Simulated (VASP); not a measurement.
# Ta (P6_3/mmc) in VASP: notebook

The runs below take Ta through single point, with PBEsol.

Everything below comes from runs of VASP 6.6.1. Logs are shortened: lines on timing, memory, paths and dates and some standing lists are left out, and cuts for length are marked.

## Step 1: The cell of the first run

Symmetry: P6_3/mmc, No. 194, hexagonal system. Conventional cell: a = 2.839 Å, b = 2.839 Å, c = 5.068 Å, α = 90.00°, β = 90.00°, γ = 120.00°. Within 3.7 Å of Ta (site symmetry -6m2) lie 12 Ta at 2.84 to 3.02 Å.

This isn't the form of Ta at room conditions, which is bcc.

## Step 2: Single point, PBEsol

Contents of INCAR:

```
SYSTEM = Ta
PREC = Accurate
ENCUT = 520
EDIFF = 1E-6
ISMEAR = -1
SIGMA = 0.05
LREAL = .False.
LASPH = .True.
NELM = 100
ALGO = Normal
ISIF = 2
LWAVE = .False.
LCHARG = .False.
GGA = PS
NBANDS = 18
```

Contents of KPOINTS:

```
Automatic mesh
0
Gamma
  11 11 5
  0 0 0
```

Contents of POSCAR:

```
Ta
1.0
    2.8390953715      0.0000000000      0.0000000000
   -1.4195476858      2.4587287155      0.0000000000
    0.0000000000      0.0000000000      5.0676422797
Ta
2
Direct
    0.3333333333      0.6666666667      0.2500000000
    0.6666666667      0.3333333333      0.7500000000
```

Potentials or basis: VASP PAW PBE potentials, release 64 (Ta_pv).

Launch:

```bash
$ cat potpaw_PBE.64/Ta_pv/POTCAR > POTCAR
$ mpirun -np 1 vasp_std > vasp.out
```

OUTCAR:

```text
SYSTEM = Ta
   PREC = Accurate
   ENCUT = 520
   EDIFF = 1E-6
   ISMEAR = -1
   LREAL = .False.
   LASPH = .True.
   NELM = 100
   ISIF = 2
   GGA = PS

 ion  position               nearest neighbor table
   1  0.333  0.667  0.250-   2 3.02   2 3.02   2 3.02   2 3.02   2 3.02   2 3.02
   2  0.667  0.333  0.750-   1 3.02   1 3.02   1 3.02   1 3.02   1 3.02   1 3.02

  LATTYP: Found a hexagonal cell.
 ALAT       =     2.8390953715
 C/A-ratio  =     1.7849496465

  Lattice vectors:

 A1 = (   2.8390953715,   0.0000000000,   0.0000000000)
 A2 = (  -1.4195476858,   2.4587287155,   0.0000000000)
 A3 = (   0.0000000000,   0.0000000000,   5.0676422797)

Analysis of symmetry for initial positions (statically):
=====================================================================
 Subroutine PRICEL returns:
 Original cell was already a primitive cell.

 Routine SETGRP: Setting up the symmetry group for a
 hexagonal supercell.

 Subroutine GETGRP returns: Found 24 space group operations
 (whereof 12 operations were pure point group operations)
 out of a pool of 24 trial point group operations.

The static configuration has the point symmetry D_3d.
 The point group associated with its full space group is D_6h.

Analysis of symmetry for dynamics (positions and initial velocities):
=====================================================================
 Subroutine PRICEL returns:
 Original cell was already a primitive cell.

 Routine SETGRP: Setting up the symmetry group for a
 hexagonal supercell.

 Subroutine GETGRP returns: Found 24 space group operations
 (whereof 12 operations were pure point group operations)
 out of a pool of 24 trial point group operations.

The dynamic configuration has the point symmetry D_3d.
 The point group associated with its full space group is D_6h.

 Subroutine INISYM returns: Found 24 space group operations
 (whereof 12 operations are pure point group operations),
 and found     1 'primitive' translations

----------------------------------------------------------------------------------------

                                     Primitive cell

  volume of cell :      35.3750

  direct lattice vectors                    reciprocal lattice vectors
     2.839095372  0.000000000  0.000000000     0.352224871  0.203357124  0.000000000
    -1.419547686  2.458728715  0.000000000     0.000000000  0.406714248  0.000000000
     0.000000000  0.000000000  5.067642280     0.000000000  0.000000000  0.197330424

  length of vectors
[... 81 lines left out ...]
   NELM   =    100;   NELMIN=  2; NELMDL= -5     # of ELM steps
   EDIFF  = 0.1E-05   stopping-criterion for ELM
   LREAL  =      F    real-space projection
   EDIFFG = 0.1E-04   stopping-criterion for IOM
   NSW    =      0    number of steps for IOM
   IBRION =     -1    ionic relax: 0-MD 1-quasi-New 2-CG
   NFREE  =      0    steps in history (QN), initial steepest desc. (CG)
   ISIF   =      2    stress and relaxation
   ISYM   =      2    0-nonsym 1-usesym 2-fastsym
   POTIM  = 0.5000    time-step for ionic-motion
   TEBEG  =    0.0;   TEEND  =   0.0 temperature during run
   PSTRESS=    0.0 pullay stress
   NELECT =      22.0000    total number of electrons
   NUPDOWN=      -1.0000    fix difference up-down
   EMIN   =  10.00;   EMAX   =-10.00  energy-range for DOS
   EFERMI =   0.00;   METHOD = LEGACY
   ISMEAR =    -1;   SIGMA  =   0.05  broadening in eV -4-tet -1-fermi 0-gaus
   EFERMI_NEDOS =   21; number of points for ismear=-14 and -15
   IALGO  =     38    algorithm
   IMIX   =      4    mixing-type and parameters
     AMIX     =   0.40;   BMIX     =  1.00
     AMIX_MAG =   1.60;   BMIX_MAG =  1.00
  volume/ion in A,a.u.               =      17.69       119.36
  Fermi-wavevector in a.u.,A,eV,Ry     =   1.397388  2.640680 26.567988  1.952692
  Thomas-Fermi vector in A             =   2.520649
   LORBIT       =      0    0 simple, 1 ext, 2 COOP (PROOUT), +10 PAW based schemes
   GGA     = PS    functional components
   LHFCALC =     F    Hartree Fock is set to
   AEXX    =    0.0000 exact exchange contribution
   IVDW    =     0    specifies the selected vdW correction
   LEPSILON=     F    determine dielectric tensor
   LRPA    =     F    only Hartree local field effects (RPA)
 non-spin polarized calculation
  energy-cutoff  :      520.00
  volume of cell :       35.38
 maximum number of plane-waves:       968
 NGX is ok and might be reduce to    24
   NGX = 11   NGY = 11   NGZ = 19

 number of electron      21.9999998 magnetization

 Free energy of the ion-electron system (eV)
  ---------------------------------------------------
  ext. energy  EPLUGINS =         0.00000000
  ---------------------------------------------------
  free energy    TOTEN  =       -24.52161732 eV

  energy without entropy =      -24.50586432  energy(sigma->0) =      -24.51374082

 E-fermi :   5.9249     XC(G=0): -12.8088

 val. band max:        5.9105622618   @ k =   0.1818   0.1818   0.0000
 cond. band min:       5.9464936756   @ k =   0.3636   0.1818   0.0000
 fundamental gap:      0.0359314139
 Fermi energy:         5.9249448266

 k-point     1 :       0.0000    0.0000    0.0000
  band No.  band energies     occupation
      1     -28.5935      2.00000
      2     -27.5896      2.00000
      3     -27.4570      2.00000
      4     -27.4570      2.00000
      5     -27.3579      2.00000
      6     -27.3579      2.00000
[... 481 lines left out ...]
      5     -27.6031      2.00000
      6     -27.5187      2.00000
[... 10 lines left out ...]
     17      11.3055      0.00000
     18      13.1331      0.00000

 [... further k-points ...]

------------------------ aborting loop because EDIFF is reached ----------------------------------------

  FORCE on cell =-STRESS in cart. coord.  units (eV):
  Direction    XX          YY          ZZ          XY          YZ          ZX
  --------------------------------------------------------------------------------------
  -------------------------------------------------------------------------------------
  Total        1.1405112      1.1405112      1.1340468     -0.0000000      0.0000000      0.0000000
  in kB       51.6551437     51.6551437     51.3623649     -0.0000000      0.0000000      0.0000000
  external PRESSURE =      51.5575508 kB  Pullay stress =       0.0000000 kB

 VOLUME and BASIS-vectors are now :
 -----------------------------------------------------------------------------
  energy-cutoff  :      520.00
  volume of cell :       35.38
      direct lattice vectors                 reciprocal lattice vectors
     2.839095372  0.000000000  0.000000000     0.352224871  0.203357124  0.000000000
    -1.419547686  2.458728715  0.000000000     0.000000000  0.406714248  0.000000000
     0.000000000  0.000000000  5.067642280     0.000000000  0.000000000  0.197330424

 POSITION                                       TOTAL-FORCE (eV/Angst)
 -----------------------------------------------------------------------------------
     -0.00000      1.63915      1.26691        -0.000000      0.000000      0.000000
      1.41955      0.81958      3.80073         0.000000      0.000000      0.000000
 -----------------------------------------------------------------------------------
    total drift:                                0.000000     -0.000000      0.000000

  FREE ENERGIE OF THE ION-ELECTRON SYSTEM (eV)
  ---------------------------------------------------
  free  energy   TOTEN  =       -24.5216173178 eV

  energy  without entropy=      -24.5058643206  energy(sigma->0) =      -24.51374082
```

stdout:

```text
POSCAR found type information on POSCAR Ta
 POSCAR found :  1 types and       2 ions
 scaLAPACK will be used
 -----------------------------------------------------------------------------
|                                                                             |
|                                                                             |
|     You enforced a specific xc type in the INCAR file but a different       |
|     I HOPE YOU KNOW WHAT YOU ARE DOING!                                     |
|                                                                             |
 -----------------------------------------------------------------------------

 LDA part: xc-table for (Slater+PW92), standard interpolation
 POSCAR, INCAR and KPOINTS ok, starting setup
 FFT: planning ... GRIDC
 FFT: planning ... GRID_SOFT
 FFT: planning ... GRID
 WAVECAR not read
 entering main loop
```

It took 36 s on 1 thread of AMD EPYC 7R13, shared host; peak memory 0.14 GiB.

Results:

* Free energy: -24.5216 eV
* Pressure: 5.2 GPa
* Band gap on the k mesh: zero (bands 11 and 12 overlap by 1.69 eV)

Levels at points of the mesh, in eV from the Fermi level:
| k point | band 9 | band 10 | band 11 | band 12 | band 13 | band 14 |
| --- | --- | --- | --- | --- | --- | --- |
| (0.00, 0.00, 0.00) | -0.70 | 0.04 | 0.57 | 0.57 | 1.18 | 1.18 |

Caveat: the cell stands under pressure; the PAW data sets were made with another functional, which shifts forces and pressure a little; spin-orbit coupling is left out, which moves the levels of the heavy elements.

## Step 3: Single point, PBEsol

This run uses another cell than the first one, of 18.11 Å³/atom.

Contents of INCAR:

```
SYSTEM = Ta
ALGO = Fast
EDIFF = 1E-6
ENCUT = 520
GGA = PS
ISIF = 2
ISMEAR = -1
LASPH = .True.
LCHARG = .False.
LREAL = .False.
LWAVE = .False.
NBANDS = 18
NELM = 60
PREC = Accurate
SIGMA = 0.05
```

Contents of KPOINTS:

```
k-points
0
Gamma
  11 11 5
  0 0 0
```

Contents of POSCAR:

```
Ta
1.0
    2.8591330164      0.0000000000      0.0000000000
   -1.4295665082      2.4760818250      0.0000000000
    0.0000000000      0.0000000000      5.1157743963
Ta
2
Direct
    0.3333333333      0.6666666667      0.2500000000
    0.6666666667      0.3333333333      0.7500000000
```

Potentials or basis: VASP PAW PBE potentials, release 64 (Ta_pv).

Launch:

```bash
$ cat potpaw_PBE.64/Ta_pv/POTCAR > POTCAR
$ mpirun -np 1 vasp_std > vasp.out
```

It took 28 s on 1 thread of AMD EPYC 7R13, shared host; peak memory 0.14 GiB.

The run converged. Its results:

```yaml
Free_energy: -24.5355 eV
Pressure: 0.2 GPa
Band_gap_on_the_k_mesh: zero (bands 11 and 12 overlap by 1.61 eV)
```

Levels at points of the mesh, in eV from the Fermi level:
```tsv
k point	band 7	band 8	band 9	band 10	band 11	band 12	band 13	band 14	band 15	band 16
(0.00, 0.00, 0.00)	-8.35	-5.07	-0.68	-0.05	0.58	0.58	1.16	1.16	3.09	3.09
```

Caveat: the PAW data sets were made with another functional, which shifts forces and pressure a little; spin-orbit coupling is left out, which moves the levels of the heavy elements.
